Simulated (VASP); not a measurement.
# Na (P6_3/mmc) in VASP: a series of runs

Runs on Na. Level: PBEsol. Tasks: single point.

Everything below comes from runs of VASP 6.6.1. Logs are shortened: lines on timing, memory, paths and dates and some standing lists are left out, and cuts for length are marked.

### 1 The cell of the first run

It takes space group P6_3/mmc (No. 194, hexagonal). Conventional cell: a = 3.861 Å, b = 3.861 Å, c = 5.846 Å, α = 90.00°, β = 90.00°, γ = 120.00°. Within 4.8 Å of Na (site symmetry -6m2) lie 12 Na at 3.68 to 3.86 Å.

### 2 Single point, PBEsol (strain +0.025 along x and y, -0.050 along z)

File INCAR:

```
SYSTEM = Na
PREC = Accurate
ENCUT = 520
EDIFF = 1E-7
ISMEAR = 0
SIGMA = 0.15
LREAL = .FALSE.
LASPH = .TRUE.
NELM = 100
ALGO = Fast
ISIF = 2
LWAVE = .FALSE.
LCHARG = .FALSE.
GGA = PS
NBANDS = 14
```

File KPOINTS:

```
Automatic mesh
0
G
  12 12 8
  0 0 0
```

File POSCAR:

```
Na
1.0
    3.8611760225      0.0000000000      0.0000000000
   -1.9305880113      3.3438765240      0.0000000000
    0.0000000000      0.0000000000      5.8463000000
Na
2
Direct
    0.3333333333      0.6666666667      0.2500000000
    0.6666666667      0.3333333333      0.7500000000
```

Potentials or basis: VASP PAW PBE potentials, release 64 (Na_pv).

Started as:

```
$ cat potpaw_PBE.64/Na_pv/POTCAR > POTCAR
$ mpirun -np 1 vasp_std > vasp.out
```

OUTCAR:

```text
SYSTEM = Na
   PREC = Accurate
   ENCUT = 520
   EDIFF = 1E-7
   ISMEAR = 0
   LREAL = .FALSE.
   LASPH = .TRUE.
   NELM = 100
   ISIF = 2
   GGA = PS

 ion  position               nearest neighbor table
   1  0.333  0.667  0.250-
   2  0.667  0.333  0.750-

  LATTYP: Found a hexagonal cell.
 ALAT       =     3.8611760225
 C/A-ratio  =     1.5141241855

  Lattice vectors:

 A1 = (   3.8611760225,   0.0000000000,   0.0000000000)
 A2 = (  -1.9305880113,   3.3438765240,   0.0000000000)
 A3 = (   0.0000000000,   0.0000000000,   5.8463000000)

Analysis of symmetry for initial positions (statically):
=====================================================================
 Subroutine PRICEL returns:
 Original cell was already a primitive cell.

 Routine SETGRP: Setting up the symmetry group for a
 hexagonal supercell.

 Subroutine GETGRP returns: Found 24 space group operations
 (whereof 12 operations were pure point group operations)
 out of a pool of 24 trial point group operations.

The static configuration has the point symmetry D_3d.
 The point group associated with its full space group is D_6h.

Analysis of symmetry for dynamics (positions and initial velocities):
=====================================================================
 Subroutine PRICEL returns:
 Original cell was already a primitive cell.

 Routine SETGRP: Setting up the symmetry group for a
 hexagonal supercell.

 Subroutine GETGRP returns: Found 24 space group operations
 (whereof 12 operations were pure point group operations)
 out of a pool of 24 trial point group operations.

The dynamic configuration has the point symmetry D_3d.
 The point group associated with its full space group is D_6h.

 Subroutine INISYM returns: Found 24 space group operations
 (whereof 12 operations are pure point group operations),
 and found     1 'primitive' translations

----------------------------------------------------------------------------------------

                                     Primitive cell

  volume of cell :      75.4833

  direct lattice vectors                    reciprocal lattice vectors
     3.861176023  0.000000000  0.000000000     0.258988452  0.149527052  0.000000000
    -1.930588011  3.343876524  0.000000000     0.000000000  0.299054105  0.000000000
     0.000000000  0.000000000  5.846300000     0.000000000  0.000000000  0.171048355

[... 86 lines left out ...]
   NSW    =      0    number of steps for IOM
   IBRION =     -1    ionic relax: 0-MD 1-quasi-New 2-CG
   NFREE  =      0    steps in history (QN), initial steepest desc. (CG)
   ISIF   =      2    stress and relaxation
   ISYM   =      2    0-nonsym 1-usesym 2-fastsym
   POTIM  = 0.5000    time-step for ionic-motion
   TEBEG  =    0.0;   TEEND  =   0.0 temperature during run
   PSTRESS=    0.0 pullay stress
   NELECT =      14.0000    total number of electrons
   NUPDOWN=      -1.0000    fix difference up-down
   EMIN   =  10.00;   EMAX   =-10.00  energy-range for DOS
   EFERMI =   0.00;   METHOD = LEGACY
   ISMEAR =     0;   SIGMA  =   0.15  broadening in eV -4-tet -1-fermi 0-gaus
   EFERMI_NEDOS =   21; number of points for ismear=-14 and -15
   IALGO  =     68    algorithm
   IMIX   =      4    mixing-type and parameters
     AMIX     =   0.40;   BMIX     =  1.00
     AMIX_MAG =   1.60;   BMIX_MAG =  1.00
  volume/ion in A,a.u.               =      37.74       254.69
  Fermi-wavevector in a.u.,A,eV,Ry     =   0.933614  1.764274 11.859307  0.871634
  Thomas-Fermi vector in A             =   2.060333
   LORBIT       =      0    0 simple, 1 ext, 2 COOP (PROOUT), +10 PAW based schemes
   GGA     = PS    functional components
   LHFCALC =     F    Hartree Fock is set to
   AEXX    =    0.0000 exact exchange contribution
   IVDW    =     0    specifies the selected vdW correction
   LEPSILON=     F    determine dielectric tensor
   LRPA    =     F    only Hartree local field effects (RPA)
 non-spin polarized calculation
 RMM-DIIS sequential band-by-band and
 Gauss-broadening in eV      SIGMA  =   0.15
  energy-cutoff  :      520.00
  volume of cell :       75.48
 maximum number of plane-waves:      2073
 NGX is ok and might be reduce to    30
   NGX = 15   NGY = 15   NGZ = 21

 number of electron      13.9999997 magnetization

 Free energy of the ion-electron system (eV)
  ---------------------------------------------------
  ext. energy  EPLUGINS =         0.00000000
  ---------------------------------------------------
  free energy    TOTEN  =        -2.79776501 eV

  energy without entropy =       -2.78947225  energy(sigma->0) =       -2.79361863

 E-fermi :   0.2571     XC(G=0):  -6.4531

 val. band max:        0.2544775996   @ k =   0.3333   0.1667   0.3750
 cond. band min:       0.3323199295   @ k =   0.2500  -0.0000   0.2500
 fundamental gap:      0.0778423300
 Fermi energy:         0.2570900694

 k-point     1 :       0.0000    0.0000    0.0000
  band No.  band energies     occupation
      1     -24.5869      2.00000
      2     -24.5527      2.00000
      3     -24.5527      2.00000
      4     -24.5470      2.00000
      5     -24.5457      2.00000
      6     -24.5457      2.00000
      7      -2.9859      2.00000
      8       1.1586      0.00000
      9       1.6640      0.00000
     10       9.5289      0.00000
     11       9.5289      0.00000
     12       9.7909      0.00000
     13       9.7909      0.00000
     14      10.3660      0.00000
[... 377 lines left out ...]
      1     -24.5771      2.00000
      2     -24.5656      2.00000
      3     -24.5622      2.00000
      4     -24.5574      2.00000
      5     -24.5526      2.00000
      6     -24.5481      2.00000
      7      -1.3937      2.00000
      8       1.7762      0.00000
      9       2.9479      0.00000
     10       4.1218      0.00000
     11       5.9635      0.00000
     12       7.1506      0.00000
     13       7.3563      0.00000
     14       9.0835      0.00000

 [... further k-points ...]
[... 5 lines left out ...]
  --------------------------------------------------------------------------------------
  -------------------------------------------------------------------------------------
  Total       -0.2037919     -0.2037919      0.1541543      0.0000000     -0.0000000     -0.0000000
  in kB       -4.3256028     -4.3256028      3.2720143      0.0000000     -0.0000000     -0.0000000
  external PRESSURE =      -1.7930637 kB  Pullay stress =       0.0000000 kB

 VOLUME and BASIS-vectors are now :
 -----------------------------------------------------------------------------
  energy-cutoff  :      520.00
  volume of cell :       75.48
      direct lattice vectors                 reciprocal lattice vectors
     3.861176023  0.000000000  0.000000000     0.258988452  0.149527052  0.000000000
    -1.930588011  3.343876524  0.000000000     0.000000000  0.299054105  0.000000000
     0.000000000  0.000000000  5.846300000     0.000000000  0.000000000  0.171048355

 POSITION                                       TOTAL-FORCE (eV/Angst)
 -----------------------------------------------------------------------------------
     -0.00000      2.22925      1.46158        -0.000000     -0.000000      0.000000
      1.93059      1.11463      4.38473         0.000000      0.000000     -0.000000
 -----------------------------------------------------------------------------------
    total drift:                               -0.000000      0.000000      0.000000

  FREE ENERGIE OF THE ION-ELECTRON SYSTEM (eV)
  ---------------------------------------------------
  free  energy   TOTEN  =        -2.7977650117 eV

  energy  without entropy=       -2.7894722526  energy(sigma->0) =       -2.79361863
```

OSZICAR:

```text
N       E                     dE             d eps       ncg     rms          rms(c)
DAV:   1     0.100136635828E+03    0.10014E+03   -0.76262E+03  2660   0.971E+02
DAV:   2     0.124290381522E+01   -0.98894E+02   -0.97839E+02  2750   0.273E+02
DAV:   3    -0.274492962285E+01   -0.39878E+01   -0.39838E+01  3410   0.634E+01
DAV:   4    -0.280079362551E+01   -0.55864E-01   -0.55861E-01  3020   0.816E+00
DAV:   5    -0.280205748978E+01   -0.12639E-02   -0.12639E-02  3422   0.124E+00    0.327E-01
RMM:   6    -0.279879214610E+01    0.32653E-02   -0.42327E-03  3388   0.848E-01    0.198E-01
RMM:   7    -0.279781266940E+01    0.97948E-03   -0.38498E-03  3439   0.713E-01    0.649E-02
RMM:   8    -0.279774103672E+01    0.71633E-04   -0.75672E-04  3345   0.505E-01    0.581E-03
RMM:   9    -0.279775918557E+01   -0.18149E-04   -0.19102E-04  3815   0.171E-01    0.509E-03
RMM:  10    -0.279776266725E+01   -0.34817E-05   -0.43525E-05  3768   0.113E-01    0.315E-03
RMM:  11    -0.279778249839E+01   -0.19831E-04   -0.76728E-05  3530   0.111E-01    0.181E-02
RMM:  12    -0.279776539260E+01    0.17106E-04   -0.38945E-05  3408   0.102E-01    0.419E-03
RMM:  13    -0.279776477606E+01    0.61654E-06   -0.37272E-06  3469   0.353E-02    0.143E-03
RMM:  14    -0.279776491186E+01   -0.13580E-06   -0.12742E-06  2569   0.145E-02    0.171E-03
RMM:  15    -0.279776513707E+01   -0.22521E-06   -0.22215E-07  1847   0.585E-03    0.243E-03
RMM:  16    -0.279776497854E+01    0.15853E-06   -0.14544E-07  1575   0.613E-03    0.175E-03
RMM:  17    -0.279776501167E+01   -0.33126E-07   -0.24811E-08  1491   0.201E-03
   1 F= -.27977650E+01 E0= -.27936186E+01  d E =-.829276E-02
```

It took 61 s on 1 thread of Intel Xeon 6975P-C (Granite Rapids), shared host; peak memory 0.23 GiB.

Results:

| Property | Result |
| --- | --- |
| Free energy | -2.7978 eV |
| Pressure | -0.2 GPa |
| Band gap on the k mesh | zero (band 7 reaches 2.17 eV, above the bottom of band 8 at -1.86 eV) |

Stress tensor (GPa, compression positive):
```
-0.43  0.00  0.00
 0.00 -0.43  0.00
 0.00  0.00  0.33
```

Caveat: the cell differs from its parent crystal (strain +0.025 along x and y, -0.050 along z); the PAW data sets were made with another functional, which shifts forces and pressure a little.

### 3 Single point, PBEsol (strain +0.000 along x and y, +0.025 along z)

File INCAR:

```
SYSTEM = Na
ALGO = Normal ; EDIFF = 1E-6
ENCUT = 520 ; GGA = PS
ISIF = 2 ; ISMEAR = 0
LASPH = .True. ; LCHARG = .False.
LREAL = .False. ; LWAVE = .False.
NBANDS = 14 ; NELM = 60
PREC = Accurate ; SIGMA = 0.15
```

File KPOINTS:

```
k-points
0
Gamma
  12 12 8
  0 0 0
```

File POSCAR:

```
Na
1.0
    3.7670009976      0.0000000000      0.0000000000
   -1.8835004988      3.2623185600      0.0000000000
    0.0000000000      0.0000000000      6.3078500000
Na
2
Direct
    0.3333333333      0.6666666667      0.2500000000
    0.6666666667      0.3333333333      0.7500000000
```

Potentials or basis: VASP PAW PBE potentials, release 64 (Na_pv).

Started as:

```
$ cat potpaw_PBE.64/Na_pv/POTCAR > POTCAR
$ mpirun -np 1 vasp_std > vasp.out
```

OUTCAR:

```text
SYSTEM = Na
   EDIFF = 1E-6
   ENCUT = 520
   GGA = PS
   ISIF = 2
   ISMEAR = 0
   LASPH = .True.
   LREAL = .False.
   NELM = 60
   PREC = Accurate

 ion  position               nearest neighbor table
   1  0.333  0.667  0.250-
   2  0.667  0.333  0.750-

  LATTYP: Found a hexagonal cell.
 ALAT       =     3.7670009976
 C/A-ratio  =     1.6745018130

  Lattice vectors:

 A1 = (   3.7670009976,   0.0000000000,   0.0000000000)
 A2 = (  -1.8835004988,   3.2623185600,   0.0000000000)
[... 586 lines left out ...]
      8       1.4048      0.00000
      9       2.9718      0.00000
     10       3.6486      0.00000
     11       5.8515      0.00000
     12       7.3120      0.00000
     13       7.6641      0.00000
     14       8.9071      0.00000

 [... further k-points ...]
[... 5 lines left out ...]
  --------------------------------------------------------------------------------------
  -------------------------------------------------------------------------------------
  Total       -0.1359346     -0.1359346     -0.3271325      0.0000000      0.0000000      0.0000000
  in kB       -2.8095523     -2.8095523     -6.7613099      0.0000000      0.0000000      0.0000000
  external PRESSURE =      -4.1268049 kB  Pullay stress =       0.0000000 kB

 VOLUME and BASIS-vectors are now :
 -----------------------------------------------------------------------------
  energy-cutoff  :      520.00
  volume of cell :       77.52
      direct lattice vectors                 reciprocal lattice vectors
     3.767000998  0.000000000  0.000000000     0.265463163  0.153265229  0.000000000
    -1.883500499  3.262318560  0.000000000     0.000000000  0.306530457  0.000000000
     0.000000000  0.000000000  6.307850000     0.000000000  0.000000000  0.158532622

 POSITION                                       TOTAL-FORCE (eV/Angst)
 -----------------------------------------------------------------------------------
     -0.00000      2.17488      1.57696        -0.000000      0.000000      0.000000
      1.88350      1.08744      4.73089         0.000000     -0.000000     -0.000000
 -----------------------------------------------------------------------------------
    total drift:                               -0.000000      0.000000      0.000000

  FREE ENERGIE OF THE ION-ELECTRON SYSTEM (eV)
  ---------------------------------------------------
  free  energy   TOTEN  =        -2.7989072602 eV

  energy  without entropy=       -2.7891259807  energy(sigma->0) =       -2.79401662
```

OSZICAR:

```text
N       E                     dE             d eps       ncg     rms          rms(c)
DAV:   1     0.997920780672E+02    0.99792E+02   -0.75633E+03  2660   0.948E+02
DAV:   2     0.117145398834E+01   -0.98621E+02   -0.97609E+02  2786   0.273E+02
DAV:   3    -0.274633724604E+01   -0.39178E+01   -0.39143E+01  3350   0.629E+01
DAV:   4    -0.280162838537E+01   -0.55291E-01   -0.55289E-01  2978   0.803E+00
DAV:   5    -0.280288202580E+01   -0.12536E-02   -0.12536E-02  3362   0.124E+00    0.324E-01
DAV:   6    -0.279984262881E+01    0.30394E-02   -0.47073E-03  3284   0.105E+00    0.198E-01
DAV:   7    -0.279899814201E+01    0.84449E-03   -0.42850E-03  3302   0.872E-01    0.655E-02
DAV:   8    -0.279890648929E+01    0.91653E-04   -0.47008E-04  3386   0.385E-01    0.425E-03
DAV:   9    -0.279890726018E+01   -0.77090E-06   -0.53221E-06  3002   0.292E-02
   1 F= -.27989073E+01 E0= -.27940166E+01  d E =-.978128E-02
```

Run time: 23 s. Hardware: 1 thread of Intel Xeon 6975P-C (Granite Rapids), shared host; peak memory 0.22 GiB.

Results:

```yaml
Free_energy: -2.7989 eV
Pressure: -0.4 GPa
Band_gap_on_the_k_mesh: zero (band 7 reaches 2.24 eV, above the bottom of band 8 at -2.04 eV)
```

Levels at points of the mesh, in eV from the Fermi level:
```csv
k point,band 3,band 4,band 5,band 6,band 7,band 8,band 9,band 10,band 11,band 12
"(0.00, 0.00, 0.00)",-24.81,-24.81,-24.81,-24.81,-3.18,0.45,0.79,9.94,9.94,10.17
"(0.50, 0.00, 0.00)",-24.82,-24.82,-24.81,-24.81,0.30,0.41,3.74,3.74,4.13,4.42
"(0.00, 0.00, 0.50)",-24.81,-24.81,-24.81,-24.81,-2.21,-2.21,5.12,5.12,10.50,10.50
"(0.50, 0.00, 0.50)",-24.82,-24.82,-24.82,-24.82,1.06,1.06,1.53,1.53,7.50,7.50
```

Caveat: the cell differs from its parent crystal (strain +0.000 along x and y, +0.025 along z); the PAW data sets were made with another functional, which shifts forces and pressure a little.
